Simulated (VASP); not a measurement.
# SiO2 (P4_2/mnm) in VASP: notebook, part 2 of 2

VASP 6.6.1. The steps go on from the part before.

**3. Electric field gradients, PBEsol (zz strain of -3 %)**

The input, INCAR:

```
SYSTEM = SiO2
PREC     = Accurate       ! precision mode
ENCUT    = 520            ! plane-wave cutoff, eV
EDIFF    = 1E-8           ! SCF threshold, eV
ISMEAR   = -1             ! smearing method
SIGMA    = 0.03           ! smearing width, eV
LREAL    = .FALSE.        ! projectors in reciprocal space
LASPH    = .TRUE.         ! aspherical terms in the spheres
NELM     = 80             ! most SCF steps
ALGO     = Normal         ! electronic algorithm
ISIF     = 2              ! what is computed and relaxed
LWAVE    = .FALSE.        ! write WAVECAR
LCHARG   = .FALSE.        ! write CHGCAR
GGA      = PS             ! functional
LEFG     = .TRUE.       
NBANDS   = 25             ! bands
```

The input, KPOINTS:

```
regular mesh
0
G
  6 6 9
  0 0 0
```

The input, POSCAR:

```
SiO2
1.0
    4.1801000000      0.0000000000      0.0000000000
    0.0000000000      4.1801000000      0.0000000000
    0.0000000000      0.0000000000      2.5877660000
Si O
2 4
Direct
    0.0000000000      0.0000000000      0.0000000000
    0.5000000000      0.5000000000      0.5000000000
    0.3067000000      0.3067000000      0.0000000000
    0.1933000000      0.8067000000      0.5000000000
    0.6933000000      0.6933000000      0.0000000000
    0.8067000000      0.1933000000      0.5000000000
```

Potentials or basis: VASP PAW PBE potentials, release 64 (Si, O).

The run is started by

```
$ cat potpaw_PBE.64/Si/POTCAR potpaw_PBE.64/O/POTCAR > POTCAR
$ mpirun -np 1 vasp_std > vasp.out
```

OUTCAR:

```text
SYSTEM = SiO2
   PREC = Accurate
   ENCUT = 520
   EDIFF = 1E-8
   ISMEAR = -1
   LREAL = .FALSE.
   LASPH = .TRUE.
   NELM = 80
   ISIF = 2
   GGA = PS

 ion  position               nearest neighbor table
   1  0.000  0.000  0.000-   4 1.73   6 1.73   4 1.73   6 1.73   5 1.81   3 1.81
   2  0.500  0.500  0.500-   3 1.73   5 1.73   3 1.73   5 1.73   4 1.81   6 1.81
   3  0.307  0.307  0.000-   2 1.73   2 1.73   1 1.81
   4  0.193  0.807  0.500-   1 1.73   1 1.73   2 1.81
   5  0.693  0.693  0.000-   2 1.73   2 1.73   1 1.81
   6  0.807  0.193  0.500-   1 1.73   1 1.73   2 1.81

  LATTYP: Found a simple tetragonal cell.
 ALAT       =     4.1801000000
 C/A-ratio  =     0.6190679649

  Lattice vectors:

 A1 = (   4.1801000000,   0.0000000000,   0.0000000000)
 A2 = (   0.0000000000,   4.1801000000,   0.0000000000)
 A3 = (   0.0000000000,   0.0000000000,   2.5877660000)

Analysis of symmetry for initial positions (statically):
=====================================================================
 Subroutine PRICEL returns:
 Original cell was already a primitive cell.
[... 888 lines left out ...]
 -----------------------------------------------------------------------------------
    total drift:                                0.000000      0.000000      0.000000

  FREE ENERGIE OF THE ION-ELECTRON SYSTEM (eV)
  ---------------------------------------------------
  free  energy   TOTEN  =       -48.8142005468 eV

  energy  without entropy=      -48.8142005468  energy(sigma->0) =      -48.81420055

 Electric field gradients (V/A^2)
---------------------------------------------------------------------
 ion       V_xx      V_yy      V_zz      V_xy      V_xz      V_yz
---------------------------------------------------------------------
   1      11.527    11.527   -23.055    22.977     0.000    -0.000
   2      11.527    11.527   -23.055   -22.977     0.000    -0.000
   3     -19.510   -19.510    39.020    82.084    -0.000     0.000
   4     -19.510   -19.510    39.020   -82.084     0.000    -0.000
   5     -19.510   -19.510    39.020    82.084    -0.000     0.000
   6     -19.510   -19.510    39.020   -82.084     0.000    -0.000
---------------------------------------------------------------------

 Electric field gradients after diagonalization (V/A^2)
 (convention: |V_zz| > |V_xx| > |V_yy|)
----------------------------------------------------------------------
 ion       V_xx      V_yy      V_zz     asymmetry (V_yy - V_xx)/ V_zz
----------------------------------------------------------------------
   1     -23.055   -11.450    34.505       0.336
   2     -23.055   -11.450    34.505       0.336
   3      62.574    39.020  -101.594       0.232
   4      62.574    39.020  -101.594       0.232
   5      62.574    39.020  -101.594       0.232
   6      62.574    39.020  -101.594       0.232
----------------------------------------------------------------------

           NMR quadrupolar parameters

 Cq : quadrupolar parameter    Cq=e*Q*V_zz/h
 eta: asymmetry parameters     (V_yy - V_xx)/ V_zz
 Q  : nuclear electric quadrupole moment in mb (millibarn)
----------------------------------------------------------------------
 ion       Cq(MHz)       eta       Q (mb)
----------------------------------------------------------------------
   1       0.083       0.336       1.000
   2       0.083       0.336       1.000
   3      -0.246       0.232       1.000
   4      -0.246       0.232       1.000
   5      -0.246       0.232       1.000
   6      -0.246       0.232       1.000
----------------------------------------------------------------------
```

OSZICAR:

```text
N       E                     dE             d eps       ncg     rms          rms(c)
DAV:   1     0.133747771468E+03    0.13375E+03   -0.17763E+04  2524   0.124E+03
DAV:   2    -0.465505778004E+02   -0.18030E+03   -0.17354E+03  3160   0.281E+02
DAV:   3    -0.530765278208E+02   -0.65260E+01   -0.65009E+01  3341   0.512E+01
DAV:   4    -0.531165422875E+02   -0.40014E-01   -0.40003E-01  2878   0.464E+00
DAV:   5    -0.531168501428E+02   -0.30786E-03   -0.30782E-03  3304   0.386E-01    0.180E+01
DAV:   6    -0.488474957102E+02    0.42694E+01   -0.11570E+01  3233   0.229E+01    0.871E+00
DAV:   7    -0.488232532378E+02    0.24242E-01   -0.71659E-01  3085   0.496E+00    0.311E+00
DAV:   8    -0.488141692183E+02    0.90840E-02   -0.27720E-02  3136   0.142E+00    0.100E+00
DAV:   9    -0.488141271572E+02    0.42061E-04   -0.62332E-03  3274   0.634E-01    0.250E-01
DAV:  10    -0.488141973606E+02   -0.70203E-04   -0.24299E-04  3128   0.118E-01    0.426E-02
DAV:  11    -0.488142002170E+02   -0.28565E-05   -0.33612E-05  3275   0.403E-02    0.132E-02
DAV:  12    -0.488142003995E+02   -0.18245E-06   -0.19925E-06  3114   0.116E-02    0.319E-03
DAV:  13    -0.488142005612E+02   -0.16170E-06   -0.54826E-07  3253   0.516E-03    0.287E-03
DAV:  14    -0.488142005434E+02    0.17808E-07   -0.25187E-08  3042   0.116E-03    0.118E-04
DAV:  15    -0.488142005468E+02   -0.34029E-08   -0.13890E-09  1942   0.280E-04
   1 F= -.48814201E+02 E0= -.48814201E+02  d E =-.633222E-11
```

stdout:

```text
POSCAR found type information on POSCAR SiO
 POSCAR found :  2 types and       6 ions
 scaLAPACK will be used
 -----------------------------------------------------------------------------
|                                                                             |
|                                                                             |
|     You enforced a specific xc type in the INCAR file but a different       |
|     I HOPE YOU KNOW WHAT YOU ARE DOING!                                     |
|                                                                             |
 -----------------------------------------------------------------------------

 LDA part: xc-table for (Slater+PW92), standard interpolation
 POSCAR, INCAR and KPOINTS ok, starting setup
 FFT: planning ... GRIDC
 FFT: planning ... GRID_SOFT
 FFT: planning ... GRID
 WAVECAR not read
 entering main loop
ion   1

ion   2

ion   3

ion   4

ion   5

ion   6
```

It took 27 s on 1 thread of Intel Xeon Platinum 8488C (Sapphire Rapids), shared host; peak memory 0.16 GiB.

What came out:

| Quantity | Value |
| --- | --- |
| Free energy | -48.8142 eV |
| Pressure | 17.5 GPa |
| Largest force | 0.343 eV/Å |
| Band gap on the k mesh | 6.25 eV, direct |

Forces on the atoms (eV/Å):
```
Si   0.000  0.000  0.000
Si   0.000  0.000  0.000
O   -0.242 -0.242  0.000
O    0.242 -0.242  0.000
O    0.242  0.242  0.000
O   -0.242  0.242  0.000
```

Stress tensor (GPa, compression positive):
```
10.76  0.00  0.00
 0.00 10.76  0.00
 0.00  0.00 30.98
```

Levels at points of the mesh, in eV from the valence-band top:
```csv
k point,band 14,band 15,band 16,band 17,band 18,band 19
"(0.00, 0.00, 0.00)",-0.92,-0.92,0.00,6.25,7.13,9.07
"(0.50, 0.00, 0.00)",-2.63,-1.15,-1.15,8.36,8.36,9.57
"(0.50, 0.50, 0.00)",-2.65,-2.50,-2.50,7.98,7.98,10.55
```

Electric field gradients, principal values (V/Å²):
```csv
atom,least,middle,greatest (by size)
1 Si,-11.450,-23.055,34.505
2 Si,-11.450,-23.055,34.505
3 O,39.020,62.574,-101.594
4 O,39.020,62.574,-101.594
5 O,39.020,62.574,-101.594
6 O,39.020,62.574,-101.594
```

Caveat: the cell differs from its parent crystal (zz strain of -3 %); without QUAD_EFG the Cq values of the log hold for a quadrupole moment of 1 mb, not for the nuclei; the PAW data sets were made with another functional, which shifts forces and pressure a little. A k mesh can miss the band edges.
